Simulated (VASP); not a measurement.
# LiNbO3 (R3c) in VASP: further runs

The runs below take LiNbO3 through single point, relaxation of cell and atoms, with PBEsol.

Program: VASP 6.6.1. These are calculated values, not measurements. Logs are shortened: lines on timing, memory, paths and dates and some standing lists are left out, and cuts for length are marked.

### Step 1. The cell of the first run

Symmetry: R3c, No. 161, trigonal system. Conventional cell: a = 5.135 Å, b = 5.135 Å, c = 13.825 Å, α = 90.00°, β = 90.00°, γ = 120.00°. Within 2.7 Å of Li (site symmetry 3) lie 6 O at 2.05 to 2.24 Å. Nb (site symmetry 3) has 6 O at 1.88 to 2.12 Å within 2.5 Å. Within 2.5 Å of O (site symmetry 1) lie 2 Nb at 1.88 to 2.12 Å and 2 Li at 2.05 to 2.24 Å.

### Step 2. Single point, PBEsol

INCAR reads:

```
SYSTEM = LiNbO3
ALGO = Normal
EDIFF = 1E-6
ENCUT = 520
GGA = PS
ISIF = 2
ISMEAR = 0
LASPH = .TRUE.
LCHARG = .FALSE.
LREAL = .FALSE.
LWAVE = .FALSE.
NBANDS = 45
NELM = 100
PREC = Accurate
SIGMA = 0.02
```

KPOINTS reads:

```
k-points
0
G
  6 6 6
  0 0 0
```

POSCAR reads:

```
LiNbO3
1.0
    2.5672795957      1.4822195657      4.6084346245
   -2.5672795957      1.4822195657      4.6084346245
    0.0000000000     -2.9644391313      4.6084346245
Li Nb O
2 2 6
Direct
    0.2817408846      0.2817408846      0.2817408846
    0.7817408846      0.7817408846      0.7817408846
   -0.0006876538     -0.0006876538     -0.0006876538
    0.4993123462      0.4993123462      0.4993123462
    0.1102625881      0.3608496235      0.7195045577
    0.7195045577      0.1102625881      0.3608496235
    0.3608496235      0.7195045577      0.1102625881
    0.2195045577      0.8608496235      0.6102625881
    0.8608496235      0.6102625881      0.2195045577
    0.6102625881      0.2195045577      0.8608496235
```

Potentials or basis: VASP PAW PBE potentials, release 64 (Li_sv, Nb_sv, O).

Launch:

```console
$ cat potpaw_PBE.64/Li_sv/POTCAR potpaw_PBE.64/Nb_sv/POTCAR potpaw_PBE.64/O/POTCAR > POTCAR
$ mpirun -np 1 vasp_std > vasp.out
```

OUTCAR:

```text
SYSTEM = LiNbO3
   EDIFF = 1E-6
   ENCUT = 520
   GGA = PS
   ISIF = 2
   ISMEAR = 0
   LASPH = .TRUE.
   LREAL = .FALSE.
   NELM = 100
   PREC = Accurate

 ion  position               nearest neighbor table
   1  0.282  0.282  0.282-  10 2.05   9 2.05   8 2.05   5 2.24   6 2.24   7 2.24
   2  0.782  0.782  0.782-   6 2.05   5 2.05   7 2.05   9 2.24  10 2.24   8 2.24
   3  0.999  0.999  0.999-   6 1.88   7 1.88   5 1.88   8 2.12  10 2.12   9 2.12
   4  0.499  0.499  0.499-  10 1.88   8 1.88   9 1.88   7 2.12   6 2.12   5 2.12
   5  0.110  0.361  0.720-   3 1.88   2 2.05   4 2.12   1 2.24
   6  0.720  0.110  0.361-   3 1.88   2 2.05   4 2.12   1 2.24
   7  0.361  0.720  0.110-   3 1.88   2 2.05   4 2.12   1 2.24
   8  0.220  0.861  0.610-   4 1.88   1 2.05   3 2.12   2 2.24
   9  0.861  0.610  0.220-   4 1.88   1 2.05   3 2.12   2 2.24
  10  0.610  0.220  0.861-   4 1.88   1 2.05   3 2.12   2 2.24

  LATTYP: Found a trigonal (rhomboedric) cell.
 ALAT       =     5.4795592023
 COS(alpha) =     0.5609792100

  Lattice vectors:

 A1 = (   2.5672795957,   1.4822195657,   4.6084346245)
 A2 = (  -2.5672795957,   1.4822195657,   4.6084346245)
 A3 = (   0.0000000000,  -2.9644391313,   4.6084346245)

Analysis of symmetry for initial positions (statically):
=====================================================================
 Subroutine PRICEL returns:
 Original cell was already a primitive cell.

 Routine SETGRP: Setting up the symmetry group for a
 trigonal (rhombohedral) supercell.

 Subroutine GETGRP returns: Found  6 space group operations
 (whereof  3 operations were pure point group operations)
 out of a pool of 12 trial point group operations.

The static configuration has the point symmetry C_3 .
 The point group associated with its full space group is C_3v.

Analysis of symmetry for dynamics (positions and initial velocities):
=====================================================================
 Subroutine PRICEL returns:
 Original cell was already a primitive cell.

 Routine SETGRP: Setting up the symmetry group for a
 trigonal (rhombohedral) supercell.

 Subroutine GETGRP returns: Found  6 space group operations
 (whereof  3 operations were pure point group operations)
 out of a pool of 12 trial point group operations.

The dynamic configuration has the point symmetry C_3 .
 The point group associated with its full space group is C_3v.

 Subroutine INISYM returns: Found  6 space group operations
 (whereof  3 operations are pure point group operations),
 and found     1 'primitive' translations

----------------------------------------------------------------------------------------

                                     Primitive cell

  volume of cell :     105.2181

  direct lattice vectors                    reciprocal lattice vectors
     2.567279596  1.482219566  4.608434625     0.194758686  0.112443980  0.072331141
    -2.567279596  1.482219566  4.608434625    -0.194758686  0.112443980  0.072331141
     0.000000000 -2.964439131  4.608434625     0.000000000 -0.224887959  0.072331141

  length of vectors
     5.479559202  5.479559202  5.479559202     0.236233757  0.236233757  0.236233757

  position of ions in fractional coordinates (direct lattice)
     0.281740885  0.281740885  0.281740885
     0.781740885  0.781740885  0.781740885
     0.999312346  0.999312346  0.999312346
     0.499312346  0.499312346  0.499312346
     0.110262588  0.360849624  0.719504558
     0.719504558  0.110262588  0.360849624
     0.360849624  0.719504558  0.110262588
     0.219504558  0.860849624  0.610262588
     0.860849624  0.610262588  0.219504558
     0.610262588  0.219504558  0.860849624

  ion indices of the primitive-cell ions
   primitive index   ion index
                 1           1
                 2           2
                 3           3
                 4           4
                 5           5
                 6           6
                 7           7
                 8           8
                 9           9
                10          10

----------------------------------------------------------------------------------------

 KPOINTS: k-points

Automatic generation of k-mesh.
 Grid dimensions read from file:
 generate k-points for:    6    6    6

 Generating k-lattice:

  Cartesian coordinates                     Fractional coordinates (reciprocal lattice)
     0.032459781  0.018740663  0.012055190     0.166666667  0.000000000  0.000000000
    -0.032459781  0.018740663  0.012055190     0.000000000  0.166666667  0.000000000
     0.000000000 -0.037481327  0.012055190     0.000000000  0.000000000  0.166666667

  Length of vectors
     0.039372293  0.039372293  0.039372293

  Shift w.r.t. Gamma in fractional coordinates (k-lattice)
     0.000000000  0.000000000  0.000000000

 Subroutine IBZKPT returns following result:
 ===========================================

 Found     32 irreducible k-points:

 Following reciprocal coordinates:
            Coordinates               Weight
  0.000000  0.000000  0.000000      1.000000
  0.166667 -0.000000  0.000000      6.000000
  0.333333  0.000000  0.000000      6.000000
  0.500000  0.000000 -0.000000      3.000000
  0.166667  0.166667  0.000000      6.000000
  0.333333  0.166667  0.000000     12.000000
[... 16 lines left out ...]
  0.500000  0.500000  0.166667      6.000000
 -0.333333  0.500000  0.166667     12.000000
 [... further k-points ...]
   k-points           NKPTS =     32   k-points in BZ     NKDIM =     32   number of bands    NBANDS=     45
   number of dos      NEDOS =    301   number of ions     NIONS =     10
   total plane-waves  NPLWV =  74088
   dimension x,y,z NGX =    42 NGY =   42 NGZ =   42
   dimension x,y,z NGXF=    84 NGYF=   84 NGZF=   84
   ions per type =               2   2   6
   NGX,Y,Z   is equivalent  to a cutoff of  12.74, 12.74, 12.74 a.u.
   NGXF,Y,Z  is equivalent  to a cutoff of  25.49, 25.49, 25.49 a.u.
 SYSTEM =  LiNbO3
   PREC   = accura    normal or accurate (medium, high low for compatibility)
   ISTART =      0    job   : 0-new  1-cont  2-samecut
   ICHARG =      2    charge: 1-file 2-atom 10-const
   ISPIN  =      1    spin polarized calculation?
   LNONCOLLINEAR =      F non collinear calculations
   LSORBIT =      F    spin-orbit coupling
   LASPH  =      T    aspherical Exc in radial PAW
   ENCUT  =  520.0 eV  38.22 Ry    6.18 a.u.  10.19 10.19 10.19*2*pi/ulx,y,z
   NELM   =    100;   NELMIN=  2; NELMDL= -5     # of ELM steps
   EDIFF  = 0.1E-05   stopping-criterion for ELM
   LREAL  =      F    real-space projection
   EDIFFG = 0.1E-04   stopping-criterion for IOM
   NSW    =      0    number of steps for IOM
   IBRION =     -1    ionic relax: 0-MD 1-quasi-New 2-CG
   NFREE  =      0    steps in history (QN), initial steepest desc. (CG)
   ISIF   =      2    stress and relaxation
   ISYM   =      2    0-nonsym 1-usesym 2-fastsym
   POTIM  = 0.5000    time-step for ionic-motion
   TEBEG  =    0.0;   TEEND  =   0.0 temperature during run
   PSTRESS=    0.0 pullay stress
   NELECT =      68.0000    total number of electrons
   NUPDOWN=      -1.0000    fix difference up-down
   EMIN   =  10.00;   EMAX   =-10.00  energy-range for DOS
   EFERMI =   0.00;   METHOD = LEGACY
   ISMEAR =     0;   SIGMA  =   0.02  broadening in eV -4-tet -1-fermi 0-gaus
   EFERMI_NEDOS =   21; number of points for ismear=-14 and -15
   IALGO  =     38    algorithm
   IMIX   =      4    mixing-type and parameters
     AMIX     =   0.40;   BMIX     =  1.00
     AMIX_MAG =   1.60;   BMIX_MAG =  1.00
  volume/ion in A,a.u.               =      10.52        71.00
  Fermi-wavevector in a.u.,A,eV,Ry     =   1.415406  2.674729 27.257557  2.003374
  Thomas-Fermi vector in A             =   2.536848
   LORBIT       =      0    0 simple, 1 ext, 2 COOP (PROOUT), +10 PAW based schemes
   GGA     = PS    functional components
   LHFCALC =     F    Hartree Fock is set to
   AEXX    =    0.0000 exact exchange contribution
   IVDW    =     0    specifies the selected vdW correction
   LEPSILON=     F    determine dielectric tensor
   LRPA    =     F    only Hartree local field effects (RPA)
 non-spin polarized calculation
 Gauss-broadening in eV      SIGMA  =   0.02
  energy-cutoff  :      520.00
  volume of cell :      105.22
 maximum number of plane-waves:      2858
 NGX is ok and might be reduce to    42
   NGX = 21   NGY = 21   NGZ = 21

 number of electron      67.9999996 magnetization

 Free energy of the ion-electron system (eV)
  ---------------------------------------------------
  ext. energy  EPLUGINS =         0.00000000
  ---------------------------------------------------
  free energy    TOTEN  =       -83.44690550 eV

  energy without entropy =      -83.44690550  energy(sigma->0) =      -83.44690550

 E-fermi :   3.7575     XC(G=0): -11.1008

 val. band max:        3.5287466406   @ k =   0.1667   0.1667   0.1667
 cond. band min:       7.0409487048   @ k =   0.0000   0.0000   0.0000
 fundamental gap:      3.5122020642
 Fermi energy:         3.7575473345

 k-point     1 :       0.0000    0.0000    0.0000
  band No.  band energies     occupation
      1     -50.5067      2.00000
      2     -50.4903      2.00000
      3     -38.2920      2.00000
      4     -38.2891      2.00000
      5     -26.8647      2.00000
      6     -26.8647      2.00000
[... 37 lines left out ...]
     44      13.6022      0.00000
     45      13.6906      0.00000

 k-point     2 :       0.1667   -0.0000    0.0000
  band No.  band energies     occupation
      1     -50.5056      2.00000
      2     -50.4914      2.00000
      3     -38.2918      2.00000
      4     -38.2893      2.00000
      5     -26.8556      2.00000
      6     -26.8541      2.00000
[... 37 lines left out ...]
     44      13.5161      0.00000
     45      13.5608      0.00000

 k-point     3 :       0.3333    0.0000    0.0000
  band No.  band energies     occupation
      1     -50.5026      2.00000
      2     -50.4944      2.00000
      3     -38.2914      2.00000
      4     -38.2898      2.00000
      5     -26.8288      2.00000
      6     -26.8247      2.00000
[... 997 lines left out ...]
     44      13.1706      0.00000
     45      13.7754      0.00000

 k-point    24 :      -0.3333    0.5000    0.1667
  band No.  band energies     occupation
      1     -50.4998      2.00000
      2     -50.4971      2.00000
      3     -38.2909      2.00000
      4     -38.2903      2.00000
      5     -26.8682      2.00000
      6     -26.8664      2.00000
[... 37 lines left out ...]
     44      13.1313      0.00000
     45      13.9465      0.00000

 [... further k-points ...]
[... 5 lines left out ...]
  --------------------------------------------------------------------------------------
  -------------------------------------------------------------------------------------
  Total       -0.1514189     -0.1514189     -0.1788829      0.0000000     -0.0000000      0.0000000
  in kB       -2.3056869     -2.3056869     -2.7238860      0.0000000     -0.0000000      0.0000000
  external PRESSURE =      -2.4450866 kB  Pullay stress =       0.0000000 kB

 VOLUME and BASIS-vectors are now :
 -----------------------------------------------------------------------------
  energy-cutoff  :      520.00
  volume of cell :      105.22
      direct lattice vectors                 reciprocal lattice vectors
     2.567279596  1.482219566  4.608434625     0.194758686  0.112443980  0.072331141
    -2.567279596  1.482219566  4.608434625    -0.194758686  0.112443980  0.072331141
     0.000000000 -2.964439131  4.608434625     0.000000000 -0.224887959  0.072331141

 POSITION                                       TOTAL-FORCE (eV/Angst)
 -----------------------------------------------------------------------------------
      0.00000      0.00000      3.89515         0.000000      0.000000      0.001024
      0.00000      0.00000     10.80781         0.000000      0.000000      0.001024
      0.00000      0.00000     13.81580         0.000000     -0.000000     -0.039145
      0.00000      0.00000      6.90314         0.000000     -0.000000     -0.039145
     -0.64333     -1.43464      5.48688         0.009204      0.009037      0.012707
      1.56409      0.16018      5.48688        -0.012428      0.003452      0.012707
     -0.92077      1.27446      5.48688         0.003225     -0.012489      0.012707
     -1.64651     -0.20776      7.79110        -0.003225     -0.012489      0.012707
      0.64333      1.52980      7.79110        -0.009204      0.009037      0.012707
      1.00319     -1.32204      7.79110         0.012428      0.003452      0.012707
 -----------------------------------------------------------------------------------
    total drift:                                0.000000     -0.000000      0.000306

  FREE ENERGIE OF THE ION-ELECTRON SYSTEM (eV)
  ---------------------------------------------------
  free  energy   TOTEN  =       -83.4469054996 eV

  energy  without entropy=      -83.4469054996  energy(sigma->0) =      -83.44690550
```

Wall time 1.7 min (1 thread of Intel Xeon 6975P-C (Granite Rapids), shared host); peak memory 0.31 GiB.

Results:

| Item | Value |
| --- | --- |
| Free energy | -83.4469 eV |
| Largest force | 0.039 eV/Å |
| Band gap on the k mesh | 3.51 eV (least direct gap 3.53 eV) |

Forces on the atoms (eV/Å):
```
Li   0.000  0.000  0.001
Li   0.000  0.000  0.001
Nb   0.000  0.000 -0.039
Nb   0.000  0.000 -0.039
O    0.009  0.009  0.013
O   -0.012  0.003  0.013
O    0.003 -0.012  0.013
O   -0.003 -0.012  0.013
O   -0.009  0.009  0.013
O    0.012  0.003  0.013
```

Levels at points of the mesh, in eV from the valence-band top:
| k point | band 30 | band 31 | band 32 | band 33 | band 34 | band 35 | band 36 | band 37 | band 38 | band 39 |
| --- | --- | --- | --- | --- | --- | --- | --- | --- | --- | --- |
| (0.00, 0.00, 0.00) | -0.67 | -0.67 | -0.50 | -0.01 | -0.01 | 3.51 | 3.51 | 3.96 | 5.14 | 5.14 |
| (0.50, 0.00, 0.00) | -0.44 | -0.30 | -0.30 | -0.22 | -0.22 | 3.87 | 3.87 | 4.70 | 4.70 | 4.92 |
| (0.50, 0.50, 0.00) | -0.97 | -0.70 | -0.67 | -0.47 | -0.20 | 3.60 | 4.10 | 4.60 | 4.61 | 5.26 |
| (0.50, 0.50, 0.50) | -0.64 | -0.32 | -0.32 | -0.32 | -0.32 | 4.62 | 4.62 | 4.84 | 4.84 | 4.84 |

Caveat: the cutoff is under 1.25 times the usual one of these potentials, so pressure, stress and relaxed cells hold a basis-set (Pulay) error; the PAW data sets were made with another functional, which shifts forces and pressure a little. PBEsol gaps usually lie below the measured ones, often by a third to a half.

(Continued in part 2 of 2.)
